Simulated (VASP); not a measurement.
A run of VASP 6.6.1:

INCAR

```
SYSTEM = NbB2
  PREC = Accurate
  ENCUT = 520
  EDIFF = 1E-8
  ISMEAR = -1
  SIGMA = 0.15
  LREAL = .False.
  LASPH = .True.
  NELM = 60
  ALGO = Normal
  ISIF = 2
  LWAVE = .False.
  LCHARG = .False.
  LEFG = .True.
  NBANDS = 16
```

KPOINTS

```
Automatic mesh
0
Gamma
  18 18 12
  0 0 0
```

POSCAR

```
NbB2
1.0
    3.0745115085      0.0000000000      0.0000000000
   -1.5372557543      2.6626050706      0.0000000000
    0.0000000000      0.0000000000      3.2779333573
Nb B
1 2
Direct
    0.0000000000      0.0000000000      0.0000000000
    0.3333333333      0.6666666667      0.5000000000
    0.6666666667      0.3333333333      0.5000000000
```

Potentials or basis: VASP PAW LDA potentials, release 64 (Nb_sv, B).

Run with:

```sh
$ cat potpaw_LDA.64/Nb_sv/POTCAR potpaw_LDA.64/B/POTCAR > POTCAR
$ mpirun -np 1 vasp_std > vasp.out
```

Hardware: 1 thread of Intel Xeon 6975P-C (shared host).

Estimate the wall time of this run.

Run time: 63 s on 1 thread of Intel Xeon 6975P-C, on a shared host, peak memory 0.22 GiB. Counts: scf iterations 15, k points 259.
